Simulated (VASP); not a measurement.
# TaSi2 (P6_222) in VASP: single point with r2SCAN

Aim: the single point of TaSi2 with r2SCAN.

All numbers are computed with VASP 6.6.1; they aren't measurements. Logs are shortened: lines on timing, memory, paths and dates and some standing lists are left out, and cuts for length are marked.

## 1. The cell of the first run

Symmetry: P6_222, No. 180, hexagonal system. Conventional cell: a = 4.779 Å, b = 4.779 Å, c = 6.557 Å, α = 90.00°, β = 90.00°, γ = 120.00°. Ta (site symmetry 222) has 10 Si at 2.60 to 2.83 Å and 4 Ta at 3.24 Å within 3.4 Å. Si (site symmetry 2) has 9 Si at 2.55 to 3.33 Å and 5 Ta at 2.60 to 2.83 Å within 3.4 Å.

## 2. Single point, r2SCAN

The input, POSCAR:

```
TaSi2
1.0
    4.7788905944      0.0000000000      0.0000000000
   -2.3894452972      4.1386406566      0.0000000000
    0.0000000000      0.0000000000      6.5565537279
Ta Si
3 6
Direct
    0.5000000000      0.0000000000      0.5000000000
    0.5000000000      0.5000000000      0.8333333333
    0.0000000000      0.5000000000      0.1666666667
    0.1582925940      0.3165851879      0.5000000000
    0.8417074060      0.1582925940      0.8333333333
    0.6834148121      0.8417074060      0.1666666667
    0.8417074060      0.6834148121      0.5000000000
    0.1582925940      0.8417074060      0.8333333333
    0.3165851879      0.1582925940      0.1666666667
```

The input, INCAR.step1:

```
  PREC = Accurate
  ENCUT = 520
  ISMEAR = 0
  SIGMA = 0.1
  LREAL = False
  LASPH = True
  NELM = 80
  NBANDS = 38
  GGA = PE
  ALGO = Normal
  EDIFF = 1E-4
  LWAVE = True
  LCHARG = False
```

The input, INCAR.step2:

```
  PREC = Accurate
  ENCUT = 520
  EDIFF = 1E-7
  ISMEAR = 0
  SIGMA = 0.1
  LREAL = False
  LASPH = True
  NELM = 80
  ALGO = Normal
  ISIF = 2
  LWAVE = False
  LCHARG = True
  METAGGA = R2SCAN
  LMIXTAU = True
  LELF = True
  LVHAR = True
  NBANDS = 38
  ISTART = 1
```

The input, KPOINTS:

```
Automatic mesh
0
Gamma
  9 9 6
```

Potentials or basis: VASP PAW PBE potentials, release 64 (Ta_pv, Si).

Started as:

```console
> cat potpaw_PBE.64/Ta_pv/POTCAR potpaw_PBE.64/Si/POTCAR > POTCAR
> cp INCAR.step1 INCAR
> mpirun -np 1 vasp_std > vasp.out
> cp INCAR.step2 INCAR
> mpirun -np 1 vasp_std > vasp.out
```

OUTCAR:

```text
PREC = Accurate
   ENCUT = 520
   EDIFF = 1E-7
   ISMEAR = 0
   LREAL = False
   LASPH = True
   NELM = 80
   ISIF = 2
   METAGGA = R2SCAN
   ISTART = 1

 ion  position               nearest neighbor table
   1  0.500  0.000  0.500-   5 2.60   8 2.60   6 2.60   9 2.60   4 2.73   7 2.73   4 2.73   7 2.73
                             4 2.83   7 2.83   2 3.24   2 3.24   3 3.24   3 3.24
   2  0.500  0.500  0.833-   4 2.60   7 2.60   6 2.60   9 2.60   5 2.73   8 2.73   8 2.73   5 2.73
                             8 2.83   5 2.83   1 3.24   1 3.24   3 3.24   3 3.24
   3  0.000  0.500  0.167-   4 2.60   7 2.60   5 2.60   8 2.60   6 2.73   9 2.73   9 2.73   6 2.73
                             6 2.83   9 2.83   1 3.24   1 3.24   2 3.24   2 3.24
   4  0.158  0.317  0.500-   9 2.55   5 2.55   2 2.60   3 2.60   7 2.62   1 2.73   1 2.73   1 2.83
                             7 2.83   7 2.83
   5  0.842  0.158  0.833-   4 2.55   6 2.55   1 2.60   3 2.60   8 2.62   2 2.73   2 2.73   2 2.83
                             8 2.83   8 2.83
   6  0.683  0.842  0.167-   7 2.55   5 2.55   1 2.60   2 2.60   9 2.62   3 2.73   3 2.73   3 2.83
                             9 2.83   9 2.83
   7  0.842  0.683  0.500-   6 2.55   8 2.55   2 2.60   3 2.60   4 2.62   1 2.73   1 2.73   1 2.83
                             4 2.83   4 2.83
   8  0.158  0.842  0.833-   7 2.55   9 2.55   1 2.60   3 2.60   5 2.62   2 2.73   2 2.73   2 2.83
                             5 2.83   5 2.83
   9  0.317  0.158  0.167-   4 2.55   8 2.55   1 2.60   2 2.60   6 2.62   3 2.73   3 2.73   3 2.83
                             6 2.83   6 2.83

  LATTYP: Found a hexagonal cell.
 ALAT       =     4.7788905944
 C/A-ratio  =     1.3719823876

  Lattice vectors:

 A1 = (   4.7788905944,   0.0000000000,   0.0000000000)
 A2 = (  -2.3894452972,   4.1386406566,   0.0000000000)
 A3 = (   0.0000000000,   0.0000000000,   6.5565537279)

Analysis of symmetry for initial positions (statically):
=====================================================================
 Subroutine PRICEL returns:
 Original cell was already a primitive cell.

 Routine SETGRP: Setting up the symmetry group for a
 hexagonal supercell.

 Subroutine GETGRP returns: Found 12 space group operations
 (whereof  4 operations were pure point group operations)
 out of a pool of 24 trial point group operations.

The static configuration has the point symmetry D_2 .
 The point group associated with its full space group is D_6 .

Analysis of symmetry for dynamics (positions and initial velocities):
=====================================================================
 Subroutine PRICEL returns:
 Original cell was already a primitive cell.

 Routine SETGRP: Setting up the symmetry group for a
 hexagonal supercell.

[... 132 lines left out ...]
   EMIN   =  10.00;   EMAX   =-10.00  energy-range for DOS
   EFERMI =   0.00;   METHOD = LEGACY
   ISMEAR =     0;   SIGMA  =   0.10  broadening in eV -4-tet -1-fermi 0-gaus
   EFERMI_NEDOS =   21; number of points for ismear=-14 and -15
   IALGO  =     38    algorithm
   IMIX   =      4    mixing-type and parameters
     AMIX     =   0.40;   BMIX     =  1.00
     AMIX_MAG =   1.60;   BMIX_MAG =  1.00
  volume/ion in A,a.u.               =      14.41        97.23
  Fermi-wavevector in a.u.,A,eV,Ry     =   1.244743  2.352223 21.080659  1.549385
  Thomas-Fermi vector in A             =   2.378996
   LORBIT       =      0    0 simple, 1 ext, 2 COOP (PROOUT), +10 PAW based schemes
   METAGGA = R2SCAN    functional components
   LHFCALC =     F    Hartree Fock is set to
   AEXX    =    0.0000 exact exchange contribution
   IVDW    =     0    specifies the selected vdW correction
   LEPSILON=     F    determine dielectric tensor
   LRPA    =     F    only Hartree local field effects (RPA)
 non-spin polarized calculation
 Gauss-broadening in eV      SIGMA  =   0.10
  energy-cutoff  :      520.00
  volume of cell :      129.68
 maximum number of plane-waves:      3534
 NGX is ok and might be reduce to    36
   NGX = 17   NGY = 17   NGZ = 25

 number of electron      57.0000003 magnetization

 Free energy of the ion-electron system (eV)
  ---------------------------------------------------
  ext. energy  EPLUGINS =         0.00000000
  ---------------------------------------------------
  free energy    TOTEN  =      -202.41923069 eV

  energy without entropy =     -202.39859879  energy(sigma->0) =     -202.40891474

 E-fermi :   9.4062     XC(G=0): -13.0058

 val. band max:        9.4032349558   @ k =   0.3333   0.2222   0.0000
 cond. band min:       9.4392184696   @ k =   0.4444   0.1111   0.0000
 fundamental gap:      0.0359835139
 Fermi energy:         9.4061961090

 k-point     1 :       0.0000    0.0000    0.0000
  band No.  band energies     occupation
      1     -26.2099      2.00000
      2     -26.2050      2.00000
      3     -26.2050      2.00000
      4     -26.1364      2.00000
      5     -26.1364      2.00000
      6     -26.0291      2.00000
[... 973 lines left out ...]
     37      12.9239      0.00000
     38      13.3165      0.00000

 [... further k-points ...]

------------------------ aborting loop because EDIFF is reached ----------------------------------------

  FORCE on cell =-STRESS in cart. coord.  units (eV):
  Direction    XX          YY          ZZ          XY          YZ          ZX
  --------------------------------------------------------------------------------------
  -------------------------------------------------------------------------------------
  Total        0.2632899      0.2632899      0.1836809      0.0000000      0.0000000      0.0000000
  in kB        3.2530022      3.2530022      2.2694157      0.0000000      0.0000000      0.0000000
  external PRESSURE =       2.9251400 kB  Pullay stress =       0.0000000 kB

 VOLUME and BASIS-vectors are now :
 -----------------------------------------------------------------------------
  energy-cutoff  :      520.00
  volume of cell :      129.68
      direct lattice vectors                 reciprocal lattice vectors
     4.778890594  0.000000000  0.000000000     0.209253587  0.120812615  0.000000000
    -2.389445297  4.138640657  0.000000000     0.000000000  0.241625230  0.000000000
     0.000000000  0.000000000  6.556553728     0.000000000  0.000000000  0.152519150

 POSITION                                       TOTAL-FORCE (eV/Angst)
 -----------------------------------------------------------------------------------
      2.38945      0.00000      3.27828         0.000000      0.000000      0.000000
      1.19472      2.06932      5.46379         0.000000      0.000000      0.000000
     -1.19472      2.06932      1.09276         0.000000      0.000000     -0.000000
      0.00000      1.31023      3.27828         0.000000     -0.009925      0.000000
      3.64420      0.65512      5.46379         0.008595     -0.004963      0.000000
      1.25475      3.48352      1.09276         0.008595      0.004963     -0.000000
      2.38945      2.82841      3.27828         0.000000      0.009925      0.000000
     -1.25475      3.48352      5.46379        -0.008595      0.004963      0.000000
      1.13469      0.65512      1.09276        -0.008595     -0.004963     -0.000000
 -----------------------------------------------------------------------------------
    total drift:                               -0.000000     -0.000000      0.000001

  FREE ENERGIE OF THE ION-ELECTRON SYSTEM (eV)
  ---------------------------------------------------
  free  energy   TOTEN  =      -202.4192306888 eV

  energy  without entropy=     -202.3985987876  energy(sigma->0) =     -202.40891474
```

Wall time 38 min (1 thread of Oxide Virtual Turin-like, shared host); peak memory 0.34 GiB.

Results:

```yaml
Free_energy: -202.4192 eV
Pressure: 0.3 GPa
Largest_force: 0.010 eV/Å
```

Forces on the atoms (eV/Å):
```
Ta   0.000  0.000  0.000
Ta   0.000  0.000  0.000
Ta   0.000  0.000  0.000
Si   0.000 -0.010  0.000
Si   0.009 -0.005  0.000
Si   0.009  0.005  0.000
Si   0.000  0.010  0.000
Si  -0.009  0.005  0.000
Si  -0.009 -0.005  0.000
```

Caveat: the PAW data sets were made with another functional, which shifts forces and pressure a little; spin-orbit coupling is left out, which moves the levels of the heavy elements.
